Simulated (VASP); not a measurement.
# Si2W (I4/mmm) in VASP: further runs

The runs below take Si2W through single point, with PBE.

Program: VASP 6.6.1. These are calculated values, not measurements. Logs are shortened: lines on timing, memory, paths and dates and some standing lists are left out, and cuts for length are marked.

## Step 1: The cell of the first run

The structure is tetragonal, space group I4/mmm (No. 139). Conventional cell: a = 3.214 Å, b = 3.214 Å, c = 7.830 Å, α = 90.00°, β = 90.00°, γ = 90.00°. Within 3.4 Å of W (site symmetry 4/mmm) lie 10 Si at 2.62 Å and 4 W at 3.21 Å. Within 3.4 Å of Si (site symmetry 4mm) lie 9 Si at 2.59 to 3.21 Å and 5 W at 2.62 Å.

## Step 2: Single point, PBE

Input file INCAR:

```
SYSTEM = Si2W
PREC = Accurate
ENCUT = 520
EDIFF = 1E-6
ISMEAR = 0
SIGMA = 0.016
LREAL = .FALSE.
LASPH = .TRUE.
NELM = 80
ALGO = Normal
ISIF = 2
LWAVE = .FALSE.
LCHARG = .TRUE.
GGA = PE
LELF = .TRUE.
LVHAR = .TRUE.
NBANDS = 18
```

Input file KPOINTS:

```
regular mesh
0
G
  12 12 12
  0 0 0
```

Input file POSCAR:

```
Si2W
1.0
   -1.6069000000      1.6069000000      3.9149500000
    1.6069000000     -1.6069000000      3.9149500000
    1.6069000000      1.6069000000     -3.9149500000
W Si
1 2
Direct
    0.0000000000      0.0000000000      0.0000000000
    0.6653000000      0.6653000000      0.0000000000
    0.3347000000      0.3347000000      0.0000000000
```

Potentials or basis: VASP PAW PBE potentials, release 64 (W_sv, Si).

Started as:

```bash
$ cat potpaw_PBE.64/W_sv/POTCAR potpaw_PBE.64/Si/POTCAR > POTCAR
$ mpirun -np 1 vasp_std > vasp.out
```

OUTCAR:

```text
SYSTEM = Si2W
   PREC = Accurate
   ENCUT = 520
   EDIFF = 1E-6
   ISMEAR = 0
   LREAL = .FALSE.
   LASPH = .TRUE.
   NELM = 80
   ISIF = 2
   GGA = PE

 ion  position               nearest neighbor table
   1  0.000  0.000  0.000-   2 2.62   2 2.62   2 2.62   3 2.62   2 2.62   3 2.62   3 2.62   3 2.62
                             2 2.62   3 2.62
   2  0.665  0.665  0.000-   3 2.59   1 2.62   1 2.62   1 2.62   1 2.62   1 2.62   3 2.63   3 2.63
                             3 2.63   3 2.63
   3  0.335  0.335  0.000-   2 2.59   1 2.62   1 2.62   1 2.62   1 2.62   1 2.62   2 2.63   2 2.63
                             2 2.63   2 2.63

  LATTYP: Found a body centered tetragonal cell.
 ALAT       =     3.2138000000
 C/A-ratio  =     2.4363370465

  Lattice vectors:

 A1 = (  -1.6069000000,   1.6069000000,   3.9149500000)
 A2 = (   1.6069000000,  -1.6069000000,   3.9149500000)
 A3 = (   1.6069000000,   1.6069000000,  -3.9149500000)

Analysis of symmetry for initial positions (statically):
=====================================================================
 Subroutine PRICEL returns:
 Original cell was already a primitive cell.

 Routine SETGRP: Setting up the symmetry group for a
 body centered tetragonal supercell.

 Subroutine GETGRP returns: Found 16 space group operations
 (whereof 16 operations were pure point group operations)
 out of a pool of 16 trial point group operations.

The static configuration has the point symmetry D_4h.

Analysis of symmetry for dynamics (positions and initial velocities):
=====================================================================
 Subroutine PRICEL returns:
 Original cell was already a primitive cell.

 Routine SETGRP: Setting up the symmetry group for a
 body centered tetragonal supercell.

 Subroutine GETGRP returns: Found 16 space group operations
 (whereof 16 operations were pure point group operations)
 out of a pool of 16 trial point group operations.

The dynamic configuration has the point symmetry D_4h.

 Subroutine INISYM returns: Found 16 space group operations
 (whereof 16 operations are pure point group operations),
 and found     1 'primitive' translations

----------------------------------------------------------------------------------------

                                     Primitive cell

  volume of cell :      40.4356

  direct lattice vectors                    reciprocal lattice vectors
    -1.606900000  1.606900000  3.914950000     0.000000000  0.311158131  0.127715552
     1.606900000 -1.606900000  3.914950000     0.311158131  0.000000000  0.127715552
     1.606900000  1.606900000 -3.914950000     0.311158131  0.311158131  0.000000000

  length of vectors
     4.526708376  4.526708376  4.526708376     0.336348992  0.336348992  0.440044048

  position of ions in fractional coordinates (direct lattice)
     0.000000000  0.000000000  0.000000000
     0.665300000  0.665300000  0.000000000
     0.334700000  0.334700000  0.000000000

  ion indices of the primitive-cell ions
   primitive index   ion index
                 1           1
                 2           2
                 3           3

----------------------------------------------------------------------------------------

 KPOINTS: regular mesh

Automatic generation of k-mesh.
 Grid dimensions read from file:
 generate k-points for:   12   12   12

 Generating k-lattice:

  Cartesian coordinates                     Fractional coordinates (reciprocal lattice)
     0.000000000  0.025929844  0.010642963     0.083333333  0.000000000  0.000000000
     0.025929844  0.000000000  0.010642963     0.000000000  0.083333333  0.000000000
     0.025929844  0.025929844  0.000000000     0.000000000  0.000000000  0.083333333

  Length of vectors
     0.028029083  0.028029083  0.036670337

  Shift w.r.t. Gamma in fractional coordinates (k-lattice)
     0.000000000  0.000000000  0.000000000

 Subroutine IBZKPT returns following result:
 ===========================================

 Found    163 irreducible k-points:

 Following reciprocal coordinates:
            Coordinates               Weight
  0.000000  0.000000  0.000000      1.000000
  0.083333  0.000000  0.000000      8.000000
  0.166667 -0.000000  0.000000      8.000000
  0.250000  0.000000  0.000000      8.000000
  0.333333  0.000000  0.000000      8.000000
  0.416667  0.000000  0.000000      8.000000
[... 16 lines left out ...]
  0.500000  0.166667 -0.000000     16.000000
 -0.416667  0.166667  0.000000     16.000000
 [... further k-points ...]
   k-points           NKPTS =    163   k-points in BZ     NKDIM =    163   number of bands    NBANDS=     18
   number of dos      NEDOS =    301   number of ions     NIONS =      3
   total plane-waves  NPLWV =  46656
   dimension x,y,z NGX =    36 NGY =   36 NGZ =   36
   dimension x,y,z NGXF=    72 NGYF=   72 NGZF=   72
   ions per type =               1   2
   NGX,Y,Z   is equivalent  to a cutoff of  13.22, 13.22, 13.22 a.u.
   NGXF,Y,Z  is equivalent  to a cutoff of  26.44, 26.44, 26.44 a.u.
 SYSTEM =  Si2W
   PREC   = accura    normal or accurate (medium, high low for compatibility)
   ISTART =      0    job   : 0-new  1-cont  2-samecut
   ICHARG =      2    charge: 1-file 2-atom 10-const
   ISPIN  =      1    spin polarized calculation?
   LNONCOLLINEAR =      F non collinear calculations
   LSORBIT =      F    spin-orbit coupling
   LASPH  =      T    aspherical Exc in radial PAW
   ENCUT  =  520.0 eV  38.22 Ry    6.18 a.u.   8.42  8.42  8.42*2*pi/ulx,y,z
   NELM   =     80;   NELMIN=  2; NELMDL= -5     # of ELM steps
   EDIFF  = 0.1E-05   stopping-criterion for ELM
   LREAL  =      F    real-space projection
   EDIFFG = 0.1E-04   stopping-criterion for IOM
   NSW    =      0    number of steps for IOM
   IBRION =     -1    ionic relax: 0-MD 1-quasi-New 2-CG
   NFREE  =      0    steps in history (QN), initial steepest desc. (CG)
   ISIF   =      2    stress and relaxation
   ISYM   =      2    0-nonsym 1-usesym 2-fastsym
   POTIM  = 0.5000    time-step for ionic-motion
   TEBEG  =    0.0;   TEEND  =   0.0 temperature during run
   PSTRESS=    0.0 pullay stress
   NELECT =      22.0000    total number of electrons
   NUPDOWN=      -1.0000    fix difference up-down
   EMIN   =  10.00;   EMAX   =-10.00  energy-range for DOS
   EFERMI =   0.00;   METHOD = LEGACY
   ISMEAR =     0;   SIGMA  =   0.02  broadening in eV -4-tet -1-fermi 0-gaus
   EFERMI_NEDOS =   21; number of points for ismear=-14 and -15
   IALGO  =     38    algorithm
   IMIX   =      4    mixing-type and parameters
     AMIX     =   0.40;   BMIX     =  1.00
     AMIX_MAG =   1.60;   BMIX_MAG =  1.00
  volume/ion in A,a.u.               =      13.48        90.96
  Fermi-wavevector in a.u.,A,eV,Ry     =   1.336476  2.525573 24.302284  1.786167
  Thomas-Fermi vector in A             =   2.465099
   LORBIT       =      0    0 simple, 1 ext, 2 COOP (PROOUT), +10 PAW based schemes
   GGA     = PE    functional components
   LHFCALC =     F    Hartree Fock is set to
   AEXX    =    0.0000 exact exchange contribution
   IVDW    =     0    specifies the selected vdW correction
   LEPSILON=     F    determine dielectric tensor
   LRPA    =     F    only Hartree local field effects (RPA)
 non-spin polarized calculation
 Gauss-broadening in eV      SIGMA  =   0.02
  energy-cutoff  :      520.00
  volume of cell :       40.44
 maximum number of plane-waves:      1118
 NGX is ok and might be reduce to    36
   NGX = 17   NGY = 17   NGZ = 17

 number of electron      21.9999999 magnetization

 Free energy of the ion-electron system (eV)
  ---------------------------------------------------
  ext. energy  EPLUGINS =         0.00000000
  ---------------------------------------------------
  free energy    TOTEN  =       -24.80831709 eV

  energy without entropy =      -24.80827731  energy(sigma->0) =      -24.80829720

 E-fermi :  11.9967     XC(G=0): -12.5286

 val. band max:       11.9898235578   @ k =  -0.4167  -0.4167   0.3333
 cond. band min:      12.0158309378   @ k =  -0.4167  -0.4167   0.4167
 fundamental gap:      0.0260073800
 Fermi energy:        11.9966684233

 k-point     1 :       0.0000    0.0000    0.0000
  band No.  band energies     occupation
      1     -61.8946      2.00000
      2     -26.1515      2.00000
      3     -26.1373      2.00000
      4     -26.1373      2.00000
      5      -2.1173      2.00000
      6       5.1044      2.00000
[... 10 lines left out ...]
     17      17.6588      0.00000
     18      17.6588      0.00000

 k-point     2 :       0.0833    0.0000    0.0000
  band No.  band energies     occupation
      1     -61.8940      2.00000
      2     -26.1521      2.00000
      3     -26.1503      2.00000
      4     -26.1360      2.00000
      5      -1.9846      2.00000
      6       5.1137      2.00000
[... 10 lines left out ...]
     17      17.6745      0.00000
     18      18.1294      0.00000

 k-point     3 :       0.1667   -0.0000    0.0000
  band No.  band energies     occupation
      1     -61.8927      2.00000
      2     -26.1923      2.00000
      3     -26.1474      2.00000
      4     -26.1323      2.00000
      5      -1.5931      2.00000
      6       5.0871      2.00000
[... 10 lines left out ...]
     17      17.9882      0.00000
     18      19.1943      0.00000

 k-point     4 :       0.2500    0.0000    0.0000
  band No.  band energies     occupation
      1     -61.8908      2.00000
      2     -26.2467      2.00000
      3     -26.1432      2.00000
      4     -26.1273      2.00000
      5      -0.9621      2.00000
      6       4.8176      2.00000
[... 375 lines left out ...]
      4     -26.1314      2.00000
      5       1.5193      2.00000
      6       3.0455      2.00000
[... 10 lines left out ...]
     17      19.2668      0.00000
     18      20.6387      0.00000

 k-point    23 :       0.5000    0.1667   -0.0000
  band No.  band energies     occupation
      1     -61.8852      2.00000
      2     -26.3463      2.00000
      3     -26.1694      2.00000
      4     -26.1293      2.00000
      5       1.9959      2.00000
      6       2.5754      2.00000
[... 10 lines left out ...]
     17      19.3505      0.00000
     18      20.6965      0.00000

 k-point    24 :      -0.4167    0.1667    0.0000
  band No.  band energies     occupation
      1     -61.8857      2.00000
      2     -26.3322      2.00000
      3     -26.1708      2.00000
      4     -26.1296      2.00000
      5       0.9653      2.00000
      6       3.6478      2.00000
[... 10 lines left out ...]
     17      19.0354      0.00000
     18      20.3217      0.00000

 [... further k-points ...]

------------------------ aborting loop because EDIFF is reached ----------------------------------------

  FORCE on cell =-STRESS in cart. coord.  units (eV):
  Direction    XX          YY          ZZ          XY          YZ          ZX
  --------------------------------------------------------------------------------------
  -------------------------------------------------------------------------------------
  Total        0.7982576      0.7982576      0.9370235      0.0000000     -0.0000000      0.0000000
  in kB       31.6293095     31.6293095     37.1276253      0.0000000     -0.0000000      0.0000000
  external PRESSURE =      33.4620814 kB  Pullay stress =       0.0000000 kB

 VOLUME and BASIS-vectors are now :
 -----------------------------------------------------------------------------
  energy-cutoff  :      520.00
  volume of cell :       40.44
      direct lattice vectors                 reciprocal lattice vectors
    -1.606900000  1.606900000  3.914950000     0.000000000  0.311158131  0.127715552
     1.606900000 -1.606900000  3.914950000     0.311158131  0.000000000  0.127715552
     1.606900000  1.606900000 -3.914950000     0.311158131  0.311158131  0.000000000

 POSITION                                       TOTAL-FORCE (eV/Angst)
 -----------------------------------------------------------------------------------
      0.00000      0.00000      0.00000         0.000000      0.000000     -0.000000
      0.00000      0.00000      5.20923        -0.000000     -0.000000      0.084260
      0.00000      0.00000      2.62067        -0.000000     -0.000000     -0.084260
 -----------------------------------------------------------------------------------
    total drift:                               -0.000000     -0.000000      0.000000

  FREE ENERGIE OF THE ION-ELECTRON SYSTEM (eV)
  ---------------------------------------------------
  free  energy   TOTEN  =       -24.8083170949 eV

  energy  without entropy=      -24.8082773100  energy(sigma->0) =      -24.80829720
```

Wall time 3.7 min (1 thread of Intel Xeon 8259CL, shared host); peak memory 0.28 GiB.

Results:

```yaml
Free_energy: -24.8083 eV
Pressure: 3.3 GPa
Largest_force: 0.084 eV/Å
Band_gap_on_the_k_mesh: zero (bands 11 and 12 overlap by 1.30 eV)
```

Forces on the atoms (eV/Å):
```
W    0.000  0.000  0.000
Si   0.000  0.000  0.084
Si   0.000  0.000 -0.084
```

Levels at points of the mesh, in eV from the Fermi level:
```tsv
k point	band 8	band 9	band 10	band 11	band 12	band 13	band 14	band 15
(0.00, 0.00, 0.00)	-3.36	-2.88	-2.88	0.57	2.71	2.90	3.03	3.03
(0.50, 0.00, 0.00)	-4.90	-2.84	-2.80	-0.47	2.67	2.75	3.90	4.39
(0.50, 0.50, 0.00)	-5.53	-5.05	-3.29	-1.80	2.76	2.94	3.10	3.87
(0.50, 0.50, 0.50)	-2.61	-0.88	-0.88	-0.53	-0.53	0.75	4.47	4.85
```

Caveat: the cell stands under pressure; spin-orbit coupling is left out, which moves the levels of the heavy elements.

## Step 3: Single point, PBE

Input file INCAR:

```
SYSTEM = Si2W
PREC = Accurate
ENCUT = 520
EDIFF = 1E-7
ISMEAR = 0
SIGMA = 0.018000000000000002
LREAL = .False.
LASPH = .True.
NELM = 100
ALGO = Normal
ISIF = 2
LWAVE = .False.
LCHARG = .True.
GGA = PE
LELF = .True.
LVHAR = .True.
NBANDS = 18
```

Input file KPOINTS:

```
regular mesh
0
Gamma
  12 12 12
  0 0 0
```

POSCAR is that of step 2.

Potentials or basis: VASP PAW PBE potentials, release 64 (W_sv, Si).

Started as:

```bash
$ cat potpaw_PBE.64/W_sv/POTCAR potpaw_PBE.64/Si/POTCAR > POTCAR
$ mpirun -np 1 vasp_std > vasp.out
```

It took 4 min on 1 thread of Intel Xeon 8259CL, shared host; peak memory 0.28 GiB.

Results (log left out):

```yaml
Free_energy: -24.8083 eV
Pressure: 3.4 GPa
Largest_force: 0.084 eV/Å
Band_gap_on_the_k_mesh: zero (bands 11 and 12 overlap by 1.30 eV)
```

Forces in eV/Å, atoms in the order of the input:
```
W    0.000  0.000  0.000
Si   0.000  0.000  0.084
Si   0.000  0.000 -0.084
```

Stress tensor (GPa, compression positive):
```
3.19 0.00 0.00
0.00 3.19 0.00
0.00 0.00 3.75
```

Levels at points of the mesh, in eV from the Fermi level:
```csv
k point,band 7,band 8,band 9,band 10,band 11,band 12,band 13,band 14,band 15,band 16
"(0.00, 0.00, 0.00)",-3.78,-3.36,-2.88,-2.88,0.57,2.71,2.90,3.03,3.03,4.59
"(0.50, 0.00, 0.00)",-5.78,-4.90,-2.84,-2.80,-0.47,2.67,2.75,3.90,4.39,5.06
"(0.50, 0.50, 0.00)",-6.04,-5.53,-5.05,-3.29,-1.80,2.76,2.94,3.10,3.87,4.28
"(0.50, 0.50, 0.50)",-3.88,-2.61,-0.88,-0.88,-0.53,-0.53,0.75,4.47,4.85,6.13
```

Caveat: the cell stands under pressure; spin-orbit coupling is left out, which moves the levels of the heavy elements.

## Step 4: Single point, PBE

Input file INCAR:

```
ALGO = Normal ; EDIFF = 1E-6
ENCUT = 520 ; GGA = PE
ISIF = 2 ; ISMEAR = 0
LASPH = T ; LCHARG = F
LREAL = F ; LWAVE = F
NBANDS = 18 ; NELM = 60
PREC = Accurate ; SIGMA = 0.019000000000000003
```

Input file KPOINTS:

```
k-points
0
Gamma
  12 12 12
```

POSCAR is that of step 3.

Started as:

```bash
$ cat potpaw_PBE.64/W_sv/POTCAR potpaw_PBE.64/Si/POTCAR > POTCAR
$ mpirun -np 1 vasp_std > vasp.out
```

Wall time 3.5 min (1 thread of Intel Xeon 8259CL, shared host); peak memory 0.28 GiB.

Results (log left out):

```yaml
Free_energy: -24.8083 eV
Pressure: 3.3 GPa
Largest_force: 0.084 eV/Å
Band_gap_on_the_k_mesh: zero (bands 11 and 12 overlap by 1.30 eV)
```

Forces on the atoms (eV/Å):
```
W    0.000  0.000  0.000
Si   0.000  0.000  0.084
Si   0.000  0.000 -0.084
```

Stress tensor (GPa, compression positive):
```
3.16 0.00 0.00
0.00 3.16 0.00
0.00 0.00 3.71
```

Levels at points of the mesh, in eV from the Fermi level:
```
           k point  band 9  band 10  band 11  band 12  band 13  band 14
(0.00, 0.00, 0.00)   -2.88    -2.88     0.57     2.71     2.90     3.03
(0.50, 0.00, 0.00)   -2.84    -2.80    -0.47     2.67     2.75     3.90
(0.50, 0.50, 0.00)   -5.05    -3.29    -1.80     2.76     2.94     3.10
(0.50, 0.50, 0.50)   -0.88    -0.88    -0.53    -0.53     0.75     4.47
```

Caveat: the cell stands under pressure; spin-orbit coupling is left out, which moves the levels of the heavy elements.

## Step 5: Overview

```csv
smearing,gap on the mesh (eV),pressure (GPa),largest force (eV/Å)
gaussian 0.016 eV,none,3.3,0.08
gaussian 0.018 eV,none,3.4,0.08
gaussian 0.019 eV,none,3.3,0.08
```

Alike in all rows: task single point; level PBE; potentials or basis VASP PAW PBE potentials, release 64 (W_sv, Si); no spin polarisation; cell as given; k mesh 12 × 12 × 12; cutoff (eV) 520.

Caveats: the cell stands under pressure; spin-orbit coupling is left out, which moves the levels of the heavy elements.

Total energies depend on the potentials used, so only differences within one code and one set of settings carry meaning.

The gap in the log of VASP goes by the Fermi energy; the results here count the filled bands.